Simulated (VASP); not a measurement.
# Tb3YPb (Pm-3m) in VASP: notebook

Runs on Tb3YPb. Level: PBE. Tasks: single point.

Everything below comes from runs of VASP 6.6.1. Logs are shortened: lines on timing, memory, paths and dates and some standing lists are left out, and cuts for length are marked.

## (1) The cell of the first run

Symmetry: Pm-3m, No. 221, cubic system. Conventional cell: a = 5.535 Å, b = 5.535 Å, c = 5.535 Å, α = 90.00°, β = 90.00°, γ = 90.00°. Tb (site symmetry 4/mmm) has 2 Y at 2.77 Å within 3.6 Å. Y (site symmetry m-3m) has 6 Tb at 2.77 Å within 3.6 Å. Within 5.1 Å of Pb (site symmetry m-3m) lie 12 Tb at 3.91 Å and 8 Y at 4.79 Å.

The cell was built from a structure type or drawn by symmetry, and may not be a known phase.

## (2) Single point, PBE

File INCAR:

```
PREC = Accurate ; ENCUT = 500
EDIFF = 1E-6 ; ISMEAR = 0
SIGMA = 0.2 ; LREAL = False
LASPH = True ; NELM = 200
ALGO = Normal ; ISIF = 2
LWAVE = False ; LCHARG = False
GGA = PE ; NBANDS = 34
GGA_COMPAT = False ; LMAXMIX = 6
```

File KPOINTS:

```
regular mesh
0
Gamma
  3 3 3
```

File POSCAR:

```
Tb3YPb
1.0
    5.5351799802      0.0000000000      0.0000000000
    0.0000000000      5.5351799802      0.0000000000
    0.0000000000      0.0000000000      5.5351799802
Tb Y Pb
3 1 1
Direct
    0.0000000000      0.5000000000      0.5000000000
    0.5000000000      0.0000000000      0.5000000000
    0.5000000000      0.5000000000      0.0000000000
    0.5000000000      0.5000000000      0.5000000000
    0.0000000000      0.0000000000      0.0000000000
```

Potentials or basis: VASP PAW PBE potentials, release 64 (Tb_3, Y_sv, Pb_d), 4f in core.

Started as:

```console
cat potpaw_PBE.64/Tb_3/POTCAR potpaw_PBE.64/Y_sv/POTCAR potpaw_PBE.64/Pb_d/POTCAR > POTCAR
mpirun -np 1 vasp_std > vasp.out
```

OUTCAR:

```text
PREC = Accurate
   ENCUT = 500
   EDIFF = 1E-6
   ISMEAR = 0
   LREAL = False
   LASPH = True
   NELM = 200
   ISIF = 2
   GGA = PE

 ion  position               nearest neighbor table
   1  0.000  0.500  0.500-   4 2.77   4 2.77   5 3.91   5 3.91   5 3.91   5 3.91
   2  0.500  0.000  0.500-   4 2.77   4 2.77   5 3.91   5 3.91   5 3.91   5 3.91
   3  0.500  0.500  0.000-   4 2.77   4 2.77   5 3.91   5 3.91   5 3.91   5 3.91
   4  0.500  0.500  0.500-   1 2.77   2 2.77   3 2.77   3 2.77   2 2.77   1 2.77
   5  0.000  0.000  0.000-   1 3.91   2 3.91   3 3.91   1 3.91   2 3.91   1 3.91   3 3.91   1 3.91
                             2 3.91   3 3.91   2 3.91   3 3.91

  LATTYP: Found a simple cubic cell.
 ALAT       =     5.5351799802

  Lattice vectors:

 A1 = (   5.5351799802,   0.0000000000,   0.0000000000)
 A2 = (   0.0000000000,   5.5351799802,   0.0000000000)
 A3 = (   0.0000000000,   0.0000000000,   5.5351799802)

Analysis of symmetry for initial positions (statically):
=====================================================================
 Subroutine PRICEL returns:
 Original cell was already a primitive cell.

 Routine SETGRP: Setting up the symmetry group for a
 simple cubic supercell.

 Subroutine GETGRP returns: Found 48 space group operations
 (whereof 48 operations were pure point group operations)
 out of a pool of 48 trial point group operations.

The static configuration has the point symmetry O_h .

Analysis of symmetry for dynamics (positions and initial velocities):
=====================================================================
 Subroutine PRICEL returns:
 Original cell was already a primitive cell.

 Routine SETGRP: Setting up the symmetry group for a
 simple cubic supercell.

 Subroutine GETGRP returns: Found 48 space group operations
 (whereof 48 operations were pure point group operations)
 out of a pool of 48 trial point group operations.

The dynamic configuration has the point symmetry O_h .

 Subroutine INISYM returns: Found 48 space group operations
 (whereof 48 operations are pure point group operations),
 and found     1 'primitive' translations

----------------------------------------------------------------------------------------

                                     Primitive cell

  volume of cell :     169.5880

  direct lattice vectors                    reciprocal lattice vectors
     5.535179980  0.000000000  0.000000000     0.180662599  0.000000000  0.000000000
     0.000000000  5.535179980  0.000000000     0.000000000  0.180662599  0.000000000
     0.000000000  0.000000000  5.535179980     0.000000000  0.000000000  0.180662599

  length of vectors
     5.535179980  5.535179980  5.535179980     0.180662599  0.180662599  0.180662599

  position of ions in fractional coordinates (direct lattice)
     0.000000000  0.500000000  0.500000000
     0.500000000  0.000000000  0.500000000
     0.500000000  0.500000000  0.000000000
     0.500000000  0.500000000  0.500000000
     0.000000000  0.000000000  0.000000000

  ion indices of the primitive-cell ions
   primitive index   ion index
                 1           1
                 2           2
                 3           3
                 4           4
                 5           5

----------------------------------------------------------------------------------------

 KPOINTS: regular mesh

Automatic generation of k-mesh.
 Grid dimensions read from file:
 generate k-points for:    3    3    3

 Generating k-lattice:

  Cartesian coordinates                     Fractional coordinates (reciprocal lattice)
     0.060220866  0.000000000  0.000000000     0.333333333  0.000000000  0.000000000
     0.000000000  0.060220866  0.000000000     0.000000000  0.333333333  0.000000000
     0.000000000  0.000000000  0.060220866     0.000000000  0.000000000  0.333333333

  Length of vectors
     0.060220866  0.060220866  0.060220866

  Shift w.r.t. Gamma in fractional coordinates (k-lattice)
     0.000000000  0.000000000  0.000000000

 Subroutine IBZKPT returns following result:
 ===========================================

 Found      4 irreducible k-points:

 Following reciprocal coordinates:
            Coordinates               Weight
  0.000000  0.000000  0.000000      1.000000
  0.333333  0.000000  0.000000      6.000000
  0.333333  0.333333  0.000000     12.000000
  0.333333  0.333333  0.333333      8.000000
   k-points           NKPTS =      4   k-points in BZ     NKDIM =      4   number of bands    NBANDS=     34
   number of dos      NEDOS =    301   number of ions     NIONS =      5
   total plane-waves  NPLWV =  64000
   dimension x,y,z NGX =    40 NGY =   40 NGZ =   40
   dimension x,y,z NGXF=    80 NGYF=   80 NGZF=   80
   ions per type =               3   1   1
   NGX,Y,Z   is equivalent  to a cutoff of  12.01, 12.01, 12.01 a.u.
   NGXF,Y,Z  is equivalent  to a cutoff of  24.03, 24.03, 24.03 a.u.
 SYSTEM =  unknown system
   PREC   = accura    normal or accurate (medium, high low for compatibility)
   ISTART =      0    job   : 0-new  1-cont  2-samecut
   ICHARG =      2    charge: 1-file 2-atom 10-const
   ISPIN  =      1    spin polarized calculation?
   LNONCOLLINEAR =      F non collinear calculations
   LSORBIT =      F    spin-orbit coupling
   LASPH  =      T    aspherical Exc in radial PAW
   ENCUT  =  500.0 eV  36.75 Ry    6.06 a.u.  10.09 10.09 10.09*2*pi/ulx,y,z
   NELM   =    200;   NELMIN=  2; NELMDL= -5     # of ELM steps
   EDIFF  = 0.1E-05   stopping-criterion for ELM
   LREAL  =      F    real-space projection
   EDIFFG = 0.1E-04   stopping-criterion for IOM
   NSW    =      0    number of steps for IOM
   IBRION =     -1    ionic relax: 0-MD 1-quasi-New 2-CG
   NFREE  =      0    steps in history (QN), initial steepest desc. (CG)
   ISIF   =      2    stress and relaxation
   ISYM   =      2    0-nonsym 1-usesym 2-fastsym
   POTIM  = 0.5000    time-step for ionic-motion
   TEBEG  =    0.0;   TEEND  =   0.0 temperature during run
   PSTRESS=    0.0 pullay stress
   NELECT =      52.0000    total number of electrons
   NUPDOWN=      -1.0000    fix difference up-down
   EMIN   =  10.00;   EMAX   =-10.00  energy-range for DOS
   EFERMI =   0.00;   METHOD = LEGACY
   ISMEAR =     0;   SIGMA  =   0.20  broadening in eV -4-tet -1-fermi 0-gaus
   EFERMI_NEDOS =   21; number of points for ismear=-14 and -15
   IALGO  =     38    algorithm
   IMIX   =      4    mixing-type and parameters
     AMIX     =   0.40;   BMIX     =  1.00
     AMIX_MAG =   1.60;   BMIX_MAG =  1.00
  volume/ion in A,a.u.               =      33.92       228.89
  Fermi-wavevector in a.u.,A,eV,Ry     =   1.103937  2.086138 16.581099  1.218676
  Thomas-Fermi vector in A             =   2.240402
   LORBIT       =      0    0 simple, 1 ext, 2 COOP (PROOUT), +10 PAW based schemes
   GGA     = PE    functional components
   LHFCALC =     F    Hartree Fock is set to
   AEXX    =    0.0000 exact exchange contribution
   IVDW    =     0    specifies the selected vdW correction
   LEPSILON=     F    determine dielectric tensor
   LRPA    =     F    only Hartree local field effects (RPA)
 non-spin polarized calculation
 Gauss-broadening in eV      SIGMA  =   0.20
  energy-cutoff  :      500.00
  volume of cell :      169.59
 maximum number of plane-waves:      4337
   NGX = 21   NGY = 21   NGZ = 21

 number of electron      51.9999983 magnetization

 Free energy of the ion-electron system (eV)
  ---------------------------------------------------
  ext. energy  EPLUGINS =         0.00000000
  ---------------------------------------------------
  free energy    TOTEN  =       -19.95744154 eV

  energy without entropy =      -19.81533727  energy(sigma->0) =      -19.88638940

 E-fermi :   3.3267     XC(G=0):  -9.3779

 val. band max:        3.2983626101   @ k =   0.0000   0.0000   0.0000
 cond. band min:       3.3777139700   @ k =   0.3333   0.3333   0.3333
 fundamental gap:      0.0793513598
 Fermi energy:         3.3266544992

 k-point     1 :       0.0000    0.0000    0.0000
  band No.  band energies     occupation
      1     -38.2221      2.00000
      2     -20.5845      2.00000
      3     -20.5845      2.00000
      4     -20.5845      2.00000
      5     -19.5663      2.00000
      6     -19.5663      2.00000
      7     -19.5663      2.00000
      8     -19.5639      2.00000
      9     -19.5639      2.00000
     10     -19.5639      2.00000
     11     -17.5834      2.00000
     12     -17.5834      2.00000
     13     -17.5834      2.00000
     14     -13.1241      2.00000
     15     -13.1241      2.00000
     16     -13.1218      2.00000
     17     -13.1218      2.00000
     18     -13.1218      2.00000
     19      -4.8049      2.00000
     20       0.6105      2.00000
     21       1.4351      2.00000
     22       1.4351      2.00000
     23       1.4351      2.00000
     24       2.2780      2.00000
     25       2.2780      2.00000
     26       3.1558      1.77296
     27       3.1558      1.77296
     28       3.1558      1.77296
     29       3.2984      1.15856
     30       3.2984      1.15856
     31       4.0935      0.00000
     32       5.7106      0.00000
     33       5.7106      0.00000
     34       5.7106      0.00000

 k-point     2 :       0.3333    0.0000    0.0000
  band No.  band energies     occupation
      1     -38.2287      2.00000
      2     -20.5695      2.00000
      3     -20.5695      2.00000
      4     -20.0945      2.00000
      5     -19.5902      2.00000
      6     -19.5795      2.00000
      7     -19.5795      2.00000
      8     -19.5682      2.00000
      9     -19.5651      2.00000
     10     -19.5651      2.00000
     11     -18.2169      2.00000
     12     -17.5912      2.00000
     13     -17.5912      2.00000
     14     -13.1231      2.00000
     15     -13.1220      2.00000
     16     -13.1217      2.00000
     17     -13.1207      2.00000
     18     -13.1207      2.00000
     19      -4.6234      2.00000
     20       0.1434      2.00000
     21       1.5250      2.00000
     22       1.7110      2.00000
     23       1.7110      2.00000
     24       2.3615      2.00000
     25       2.5517      2.00000
     26       3.1545      1.77663
     27       3.4193      0.51221
     28       3.4193      0.51221
     29       3.6700      0.01519
     30       4.5101      0.00000
     31       4.9349      0.00000
     32       5.1622      0.00000
     33       5.1622      0.00000
     34       5.2753      0.00000

 k-point     3 :       0.3333    0.3333    0.0000
  band No.  band energies     occupation
      1     -38.2353      2.00000
      2     -20.5544      2.00000
      3     -20.1007      2.00000
      4     -20.0563      2.00000
      5     -19.6494      2.00000
      6     -19.5808      2.00000
      7     -19.5799      2.00000
      8     -19.5791      2.00000
      9     -19.5779      2.00000
     10     -19.5185      2.00000
     11     -18.2405      2.00000
     12     -18.2275      2.00000
     13     -17.5991      2.00000
     14     -13.1224      2.00000
     15     -13.1215      2.00000
     16     -13.1207      2.00000
     17     -13.1206      2.00000
     18     -13.1206      2.00000
     19      -4.5180      2.00000
     20       0.5346      2.00000
     21       1.2609      2.00000
     22       1.8387      2.00000
     23       2.1406      2.00000
     24       2.1641      2.00000
     25       2.8749      1.99860
     26       3.1459      1.79885
     27       3.5165      0.17939
     28       4.1710      0.00000
     29       4.2212      0.00000
     30       4.3225      0.00000
     31       4.3253      0.00000
     32       5.0492      0.00000
     33       5.7209      0.00000
     34       5.9912      0.00000

 k-point     4 :       0.3333    0.3333    0.3333
  band No.  band energies     occupation
      1     -38.2419      2.00000
      2     -20.1091      2.00000
      3     -20.0393      2.00000
      4     -20.0393      2.00000
      5     -19.6521      2.00000
      6     -19.6469      2.00000
      7     -19.6469      2.00000
      8     -19.5207      2.00000
      9     -19.5207      2.00000
     10     -19.5157      2.00000
     11     -18.2650      2.00000
     12     -18.2450      2.00000
     13     -18.2450      2.00000
     14     -13.1220      2.00000
     15     -13.1220      2.00000
     16     -13.1217      2.00000
     17     -13.1205      2.00000
     18     -13.1205      2.00000
     19      -4.4785      2.00000
     20       0.9383      2.00000
     21       1.7179      2.00000
     22       1.7179      2.00000
     23       2.4573      2.00000
     24       2.4573      2.00000
     25       2.6537      2.00000
     26       3.3777      0.71807
     27       4.0769      0.00000
     28       4.0769      0.00000
     29       4.5457      0.00000
     30       4.5457      0.00000
     31       4.6125      0.00000
     32       5.0393      0.00000
     33       5.6873      0.00000
     34       5.7319      0.00000

------------------------ aborting loop because EDIFF is reached ----------------------------------------

  FORCE on cell =-STRESS in cart. coord.  units (eV):
  Direction    XX          YY          ZZ          XY          YZ          ZX
  --------------------------------------------------------------------------------------
  -------------------------------------------------------------------------------------
  Total        0.9058253      0.9058253      0.9058253     -0.0000000     -0.0000000      0.0000000
  in kB        8.5577539      8.5577539      8.5577539     -0.0000000     -0.0000000      0.0000000
  external PRESSURE =       8.5577539 kB  Pullay stress =       0.0000000 kB

 VOLUME and BASIS-vectors are now :
 -----------------------------------------------------------------------------
  energy-cutoff  :      500.00
  volume of cell :      169.59
      direct lattice vectors                 reciprocal lattice vectors
     5.535179980  0.000000000  0.000000000     0.180662599  0.000000000  0.000000000
     0.000000000  5.535179980  0.000000000     0.000000000  0.180662599  0.000000000
     0.000000000  0.000000000  5.535179980     0.000000000  0.000000000  0.180662599

 POSITION                                       TOTAL-FORCE (eV/Angst)
 -----------------------------------------------------------------------------------
      0.00000      2.76759      2.76759         0.000000      0.000000      0.000000
      2.76759      0.00000      2.76759         0.000000      0.000000      0.000000
      2.76759      2.76759      0.00000         0.000000      0.000000      0.000000
      2.76759      2.76759      2.76759         0.000000      0.000000      0.000000
      0.00000      0.00000      0.00000         0.000000      0.000000      0.000000
 -----------------------------------------------------------------------------------
    total drift:                               -0.000000     -0.000000     -0.000000

  FREE ENERGIE OF THE ION-ELECTRON SYSTEM (eV)
  ---------------------------------------------------
  free  energy   TOTEN  =       -19.9574415416 eV

  energy  without entropy=      -19.8153372651  energy(sigma->0) =      -19.88638940
```

Run time: 38 s. Hardware: 1 thread of Intel Xeon Platinum 8488C (Sapphire Rapids), shared host; peak memory 0.25 GiB.

What came out:

- Free energy: -19.9574 eV
- Pressure: 0.9 GPa
- Band gap on the k mesh: zero (bands 26 and 27 overlap by 0.22 eV)

Caveat: the k points lie up to 0.38 Å⁻¹ apart; spin-orbit coupling is left out, which moves the levels of the heavy elements; the 4f electrons are frozen in the core, so they carry no moment and show no levels.

## (3) Single point, PBE

This run uses another cell than the first one, of 38.88 Å³/atom.

File INCAR:

```
  PREC = Accurate
  ENCUT = 500
  EDIFF = 1E-6
  ISMEAR = 0
  SIGMA = 0.2
  LREAL = F
  LASPH = T
  NELM = 200
  ALGO = Normal
  ISIF = 2
  LWAVE = F
  LCHARG = F
  GGA = PE
  NBANDS = 34
  GGA_COMPAT = F
  LMAXMIX = 6
```

KPOINTS is that of step 2.

File POSCAR:

```
Tb3YPb
1.0
    5.7927723865      0.0000000000      0.0000000000
    0.0000000000      5.7927723865      0.0000000000
    0.0000000000      0.0000000000      5.7927723865
Tb Y Pb
3 1 1
Direct
    0.0000000000      0.5000000000      0.5000000000
    0.5000000000      0.0000000000      0.5000000000
    0.5000000000      0.5000000000      0.0000000000
    0.0000000000      0.0000000000      0.0000000000
    0.5000000000      0.5000000000      0.5000000000
```

Potentials or basis: VASP PAW PBE potentials, release 64 (Tb_3, Y_sv, Pb_d), 4f in core.

Started as:

```console
cat potpaw_PBE.64/Tb_3/POTCAR potpaw_PBE.64/Y_sv/POTCAR potpaw_PBE.64/Pb_d/POTCAR > POTCAR
mpirun -np 1 vasp_std > vasp.out
```

It took 47 s on 1 thread of Intel Xeon Platinum 8488C (Sapphire Rapids), shared host; peak memory 0.27 GiB.

The run converged. Its results:

```
Free energy            : -21.8780 eV
Pressure               : 0.6 GPa
Band gap on the k mesh : zero (bands 26 and 27 overlap by 0.47 eV)
```

Levels at points of the mesh, in eV from the Fermi level:
```tsv
k point	band 22	band 23	band 24	band 25	band 26	band 27	band 28	band 29	band 30	band 31
(0.00, 0.00, 0.00)	-1.09	-0.59	-0.59	-0.59	-0.47	-0.47	-0.47	1.31	1.31	1.31
```

Caveat: the k points lie up to 0.36 Å⁻¹ apart; spin-orbit coupling is left out, which moves the levels of the heavy elements; the 4f electrons are frozen in the core, so they carry no moment and show no levels. Spin polarisation is off, so any magnetic state and its effect on volume and gap are missing.

## (4) Single point, PBE

This run uses another cell than the first one, of 39.19 Å³/atom.

File INCAR:

```
SYSTEM = Tb3YPb
PREC = Accurate
ENCUT = 500
EDIFF = 1E-6
ISMEAR = 0
SIGMA = 0.2
LREAL = .False.
LASPH = .True.
NELM = 200
ALGO = Normal
ISIF = 2
LWAVE = .False.
LCHARG = .False.
GGA = PE
NBANDS = 34
GGA_COMPAT = .False.
LMAXMIX = 6
```

File KPOINTS:

```
regular mesh
0
Gamma
  3 3 3
  0 0 0
```

File POSCAR:

```
Tb3YPb
1.0
    5.8083280880      0.0000000000      0.0000000000
    0.0000000000      5.8083280880      0.0000000000
    0.0000000000      0.0000000000      5.8083280880
Tb Y Pb
3 1 1
Direct
    0.5000000000      0.0000000000      0.0000000000
    0.0000000000      0.5000000000      0.0000000000
    0.0000000000      0.0000000000      0.5000000000
    0.5000000000      0.5000000000      0.5000000000
    0.0000000000      0.0000000000      0.0000000000
```

Started as:

```console
cat potpaw_PBE.64/Tb_3/POTCAR potpaw_PBE.64/Y_sv/POTCAR potpaw_PBE.64/Pb_d/POTCAR > POTCAR
mpirun -np 1 vasp_std > vasp.out
```

Wall time 62 s (1 thread of Intel Xeon Platinum 8488C (Sapphire Rapids), shared host); peak memory 0.28 GiB.

The run converged. Its results:

```yaml
Free_energy: -21.8822 eV
Pressure: 0.3 GPa
Band_gap_on_the_k_mesh: zero (bands 26 and 27 overlap by 0.46 eV)
```

Levels at points of the mesh, in eV from the Fermi level:
```
           k point  band 24  band 25  band 26  band 27  band 28  band 29
(0.00, 0.00, 0.00)    -0.60    -0.60    -0.46    -0.46    -0.46     1.30
```

Caveat: the k points lie up to 0.36 Å⁻¹ apart; spin-orbit coupling is left out, which moves the levels of the heavy elements; the 4f electrons are frozen in the core, so they carry no moment and show no levels. Spin polarisation is off, so any magnetic state and its effect on volume and gap are missing.

## (5) Summary

```csv
cell,gap on the mesh (eV),pressure (GPa)
"a = 5.535 Å, 5 atoms, atomic positions A",none,0.9
"a = 5.793 Å, 5 atoms, atomic positions B",none,0.6
"a = 5.808 Å, 5 atoms, atomic positions B",none,0.3
```

Alike in all rows: task single point; level PBE; potentials or basis VASP PAW PBE potentials, release 64 (Tb_3, Y_sv, Pb_d), 4f in core; no spin polarisation; k mesh 3 × 3 × 3; cutoff (eV) 500; smearing gaussian 0.2 eV.

Caveats: all runs use coarse meshes; spin-orbit coupling is left out, which moves the levels of the heavy elements; the 4f electrons are frozen in the core, so they carry no moment and show no levels.

Total energies depend on the potentials used, so only differences within one code and one set of settings carry meaning.
